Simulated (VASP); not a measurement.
# Al (P6_3/mmc) in VASP: a series of runs, part 2 of 2

VASP 6.6.1.

## 4. Single point, LDA

This run uses another cell than the first one, of 17.15 Å³/atom, 0.887 times its volume.

INCAR

```
PREC = Accurate ; ENCUT = 520
EDIFF = 1E-7 ; ISMEAR = 0
SIGMA = 0.15 ; LREAL = False
LASPH = True ; NELM = 80
ALGO = Normal ; ISIF = 2
LWAVE = False ; LCHARG = False
NBANDS = 10
```

KPOINTS

```
regular mesh
0
Gamma
  18 18 10
```

POSCAR

```
Al
1.0
    2.9986000000      0.0000000000      0.0000000000
   -1.4993000000      2.5968637758      0.0000000000
    0.0000000000      0.0000000000      4.4051000000
Al
2
Direct
    0.6666666667      0.3333333333      0.7500000000
    0.3333333333      0.6666666667      0.2500000000
```

Potentials or basis: VASP PAW LDA potentials, release 64 (Al).

Run with:

```
cat potpaw_LDA.64/Al/POTCAR > POTCAR
mpirun -np 1 vasp_std > vasp.out
```

OUTCAR:

```text
PREC = Accurate
   ENCUT = 520
   EDIFF = 1E-7
   ISMEAR = 0
   LREAL = False
   LASPH = True
   NELM = 80
   ISIF = 2

 ion  position               nearest neighbor table
   1  0.667  0.333  0.750-   2 2.80   2 2.80   2 2.80   2 2.80   2 2.80   2 2.80
   2  0.333  0.667  0.250-   1 2.80   1 2.80   1 2.80   1 2.80   1 2.80   1 2.80

  LATTYP: Found a hexagonal cell.
 ALAT       =     2.9986000000
 C/A-ratio  =     1.4690522244

  Lattice vectors:

 A1 = (   2.9986000000,   0.0000000000,   0.0000000000)
 A2 = (  -1.4993000000,   2.5968637758,   0.0000000000)
 A3 = (   0.0000000000,   0.0000000000,   4.4051000000)

Analysis of symmetry for initial positions (statically):
=====================================================================
 Subroutine PRICEL returns:
 Original cell was already a primitive cell.

 Routine SETGRP: Setting up the symmetry group for a
 hexagonal supercell.

 Subroutine GETGRP returns: Found 24 space group operations
 (whereof 12 operations were pure point group operations)
 out of a pool of 24 trial point group operations.

[... 172 lines left out ...]
 k-point     1 :       0.0000    0.0000    0.0000
  band No.  band energies     occupation
      1      -3.4512      2.00000
      2       3.6181      2.00000
      3       4.3627      2.00000
      4      15.8724      0.00000
      5      15.8724      0.00000
      6      16.8193      0.00000
      7      16.8193      0.00000
      8      19.4798      0.00000
      9      19.6233      0.00000
     10      21.8642      0.00000
[... 287 lines left out ...]
 k-point    24 :       0.3889    0.1111    0.0000
  band No.  band energies     occupation
      1       0.9856      2.00000
      2       3.3627      2.00000
      3       7.6852      0.00443
      4       8.5340      0.00000
      5       9.2922      0.00000
      6      10.1605      0.00000
      7      11.2164      0.00000
      8      15.8784      0.00000
      9      16.1163      0.00000
     10      16.4981      0.00000

 [... further k-points ...]

------------------------ aborting loop because EDIFF is reached ----------------------------------------

  FORCE on cell =-STRESS in cart. coord.  units (eV):
  Direction    XX          YY          ZZ          XY          YZ          ZX
  --------------------------------------------------------------------------------------
  -------------------------------------------------------------------------------------
  Total       -1.2319755     -1.2319755     -0.0985282      0.0000000      0.0000000     -0.0000000
  in kB      -57.5425603    -57.5425603     -4.6020133      0.0000000      0.0000000     -0.0000000
  external PRESSURE =     -39.8957113 kB  Pullay stress =       0.0000000 kB

 VOLUME and BASIS-vectors are now :
 -----------------------------------------------------------------------------
  energy-cutoff  :      520.00
  volume of cell :       34.30
      direct lattice vectors                 reciprocal lattice vectors
     2.998600000  0.000000000  0.000000000     0.333488962  0.192539942  0.000000000
    -1.499300000  2.596863776  0.000000000     0.000000000  0.385079883  0.000000000
     0.000000000  0.000000000  4.405100000     0.000000000  0.000000000  0.227009603

 POSITION                                       TOTAL-FORCE (eV/Angst)
 -----------------------------------------------------------------------------------
      1.49930      0.86562      3.30382         0.000000     -0.000000      0.000000
     -0.00000      1.73124      1.10128        -0.000000      0.000000      0.000000
 -----------------------------------------------------------------------------------
    total drift:                                0.000000     -0.000000      0.000000

  FREE ENERGIE OF THE ION-ELECTRON SYSTEM (eV)
  ---------------------------------------------------
  free  energy   TOTEN  =        -8.2330994611 eV

  energy  without entropy=       -8.2225528170  energy(sigma->0) =       -8.22782614
```

OSZICAR:

```text
N       E                     dE             d eps       ncg     rms          rms(c)
DAV:   1    -0.119827909667E+01   -0.11983E+01   -0.22530E+03  4440   0.467E+02
DAV:   2    -0.813502710035E+01   -0.69367E+01   -0.67190E+01  5840   0.531E+01
DAV:   3    -0.829315916537E+01   -0.15813E+00   -0.15705E+00  5906   0.624E+00
DAV:   4    -0.829370151359E+01   -0.54235E-03   -0.54227E-03  5386   0.416E-01
DAV:   5    -0.829370436021E+01   -0.28466E-05   -0.28470E-05  5412   0.297E-02    0.183E+00
DAV:   6    -0.825661032855E+01    0.37094E-01   -0.57575E-03  5060   0.338E-01    0.103E+00
DAV:   7    -0.823323691270E+01    0.23373E-01   -0.13451E-02  4828   0.507E-01    0.183E-01
DAV:   8    -0.823309997182E+01    0.13694E-03   -0.15189E-04  6038   0.701E-02    0.135E-02
DAV:   9    -0.823309949286E+01    0.47896E-06   -0.75676E-07  5332   0.535E-03    0.226E-03
DAV:  10    -0.823309946107E+01    0.31794E-07   -0.35920E-08  4152   0.871E-04
   1 F= -.82330995E+01 E0= -.82278261E+01  d E =-.105466E-01
```

stdout:

```text
POSCAR found type information on POSCAR Al
 POSCAR found :  1 types and       2 ions
 scaLAPACK will be used
 LDA part: xc-table for (Slater(with rela. corr.)+CA(PZ))
 , standard interpolation
 POSCAR, INCAR and KPOINTS ok, starting setup
 FFT: planning ... GRIDC
 FFT: planning ... GRID_SOFT
 FFT: planning ... GRID
 WAVECAR not read
 entering main loop
```

It took 41 s on 1 thread of AMD EPYC 7R13 (Zen 3), shared host; peak memory 0.15 GiB.

What came out:

* Free energy: -8.2331 eV
* Pressure: -4.0 GPa
* Band gap on the k mesh: zero (band 3 reaches 12.96 eV, above the bottom of band 4 at 4.08 eV)

## 5. Single point, LDA

This run uses another cell than the first one, of 17.16 Å³/atom, 0.887 times its volume.

INCAR

```
PREC = Accurate
ENCUT = 520
EDIFF = 1E-7
ISMEAR = 0
SIGMA = 0.15
LREAL = F
LASPH = T
NELM = 60
ALGO = Normal
ISIF = 2
LWAVE = F
LCHARG = F
NBANDS = 10
```

KPOINTS

```
Automatic mesh
0
Gamma
  18 18 10
```

POSCAR

```
Al
1.0
    2.8515000000      0.0000000000      0.0000000000
   -1.4257500000      2.4694714389      0.0000000000
    0.0000000000      0.0000000000      4.8737000000
Al
2
Direct
    0.6666666667      0.3333333333      0.7500000000
    0.3333333333      0.6666666667      0.2500000000
```

Potentials or basis: VASP PAW LDA potentials, release 64 (Al).

Run with:

```
cat potpaw_LDA.64/Al/POTCAR > POTCAR
mpirun -np 1 vasp_std > vasp.out
```

OUTCAR:

```text
PREC = Accurate
   ENCUT = 520
   EDIFF = 1E-7
   ISMEAR = 0
   LREAL = F
   LASPH = T
   NELM = 60
   ISIF = 2

 ion  position               nearest neighbor table
   1  0.667  0.333  0.750-   2 2.94   2 2.94   2 2.94   2 2.94   2 2.94   2 2.94
   2  0.333  0.667  0.250-   1 2.94   1 2.94   1 2.94   1 2.94   1 2.94   1 2.94

  LATTYP: Found a hexagonal cell.
 ALAT       =     2.8515000000
 C/A-ratio  =     1.7091706120

  Lattice vectors:
[... 500 lines left out ...]

 [... further k-points ...]

------------------------ aborting loop because EDIFF is reached ----------------------------------------

  FORCE on cell =-STRESS in cart. coord.  units (eV):
  Direction    XX          YY          ZZ          XY          YZ          ZX
  --------------------------------------------------------------------------------------
  -------------------------------------------------------------------------------------
  Total       -1.0185265     -1.0185265     -1.0862727      0.0000000      0.0000000      0.0000000
  in kB      -47.5495845    -47.5495845    -50.7122945      0.0000000      0.0000000      0.0000000
  external PRESSURE =     -48.6038211 kB  Pullay stress =       0.0000000 kB

 VOLUME and BASIS-vectors are now :
 -----------------------------------------------------------------------------
  energy-cutoff  :      520.00
  volume of cell :       34.32
      direct lattice vectors                 reciprocal lattice vectors
     2.851500000  0.000000000  0.000000000     0.350692618  0.202472477  0.000000000
    -1.425750000  2.469471439  0.000000000     0.000000000  0.404944955  0.000000000
     0.000000000  0.000000000  4.873700000     0.000000000  0.000000000  0.205182921

 POSITION                                       TOTAL-FORCE (eV/Angst)
 -----------------------------------------------------------------------------------
      1.42575      0.82316      3.65528         0.000000     -0.000000      0.000000
     -0.00000      1.64631      1.21843        -0.000000      0.000000      0.000000
 -----------------------------------------------------------------------------------
    total drift:                                0.000000     -0.000000      0.000000

  FREE ENERGIE OF THE ION-ELECTRON SYSTEM (eV)
  ---------------------------------------------------
  free  energy   TOTEN  =        -8.2757625747 eV

  energy  without entropy=       -8.2656801166  energy(sigma->0) =       -8.27072135
```

OSZICAR:

```text
N       E                     dE             d eps       ncg     rms          rms(c)
DAV:   1    -0.833809913915E+00   -0.83381E+00   -0.22902E+03  4440   0.471E+02
DAV:   2    -0.817712244936E+01   -0.73433E+01   -0.70812E+01  5886   0.537E+01
DAV:   3    -0.833365323124E+01   -0.15653E+00   -0.15561E+00  5914   0.630E+00
DAV:   4    -0.833417476277E+01   -0.52153E-03   -0.52150E-03  5332   0.431E-01
DAV:   5    -0.833417742548E+01   -0.26627E-05   -0.26629E-05  5406   0.310E-02    0.180E+00
DAV:   6    -0.829845128310E+01    0.35726E-01   -0.58818E-03  4940   0.344E-01    0.101E+00
DAV:   7    -0.827591981316E+01    0.22531E-01   -0.13404E-02  4816   0.508E-01    0.179E-01
DAV:   8    -0.827576299497E+01    0.15682E-03   -0.14697E-04  6128   0.674E-02    0.141E-02
DAV:   9    -0.827576265306E+01    0.34191E-06   -0.68338E-07  5260   0.497E-03    0.208E-03
DAV:  10    -0.827576257474E+01    0.78328E-07   -0.35519E-08  4038   0.107E-03
   1 F= -.82757626E+01 E0= -.82707213E+01  d E =-.100825E-01
```

stdout:

```text
POSCAR found type information on POSCAR Al
 POSCAR found :  1 types and       2 ions
 scaLAPACK will be used
 LDA part: xc-table for (Slater(with rela. corr.)+CA(PZ))
 , standard interpolation
 POSCAR, INCAR and KPOINTS ok, starting setup
 FFT: planning ... GRIDC
 FFT: planning ... GRID_SOFT
 FFT: planning ... GRID
 WAVECAR not read
 entering main loop
```

It took 43 s on 1 thread of AMD EPYC 7R13 (Zen 3), shared host; peak memory 0.14 GiB.

Results:

| Quantity | Value |
| --- | --- |
| Free energy | -8.2758 eV |
| Pressure | -4.9 GPa |
| Band gap on the k mesh | zero (band 3 reaches 11.08 eV, above the bottom of band 4 at 4.30 eV) |

Levels at points of the mesh, in eV from the Fermi level:
```
           k point  band 1  band 2  band 3  band 4  band 5  band 6  band 7
(0.00, 0.00, 0.00)  -10.81   -4.87   -4.58   10.87   10.87   11.24   11.30
(0.50, 0.00, 0.00)   -4.99   -4.79    0.65    0.66    1.31    1.57    5.91
(0.00, 0.00, 0.50)   -9.27   -9.27    2.57    2.57   12.06   12.06   12.06
(0.50, 0.00, 0.50)   -3.68   -3.68   -3.07   -3.07    7.23    7.23    7.45
```

## 6. Overview

```tsv
cell	gap on the mesh (eV)	pressure (GPa)
a = 2.999, b = 2.999, c = 4.967 Å, angles 90.0, 90.0, 120.0°, 2 atoms	none	-9.9
a = 2.999, b = 2.999, c = 5.061 Å, angles 90.0, 90.0, 120.0°, 2 atoms	none	-10.3
a = 2.999, b = 2.999, c = 4.405 Å, angles 90.0, 90.0, 120.0°, 2 atoms	none	-4.0
a = 2.852, b = 2.852, c = 4.874 Å, angles 90.0, 90.0, 120.0°, 2 atoms	none	-4.9
```

Alike in all rows: task single point; level LDA; potentials or basis VASP PAW LDA potentials, release 64 (Al); no spin polarisation; k mesh 18 × 18 × 10; cutoff (eV) 520; smearing gaussian 0.15 eV.

Absolute energies hang on the potentials; compare differences alone.
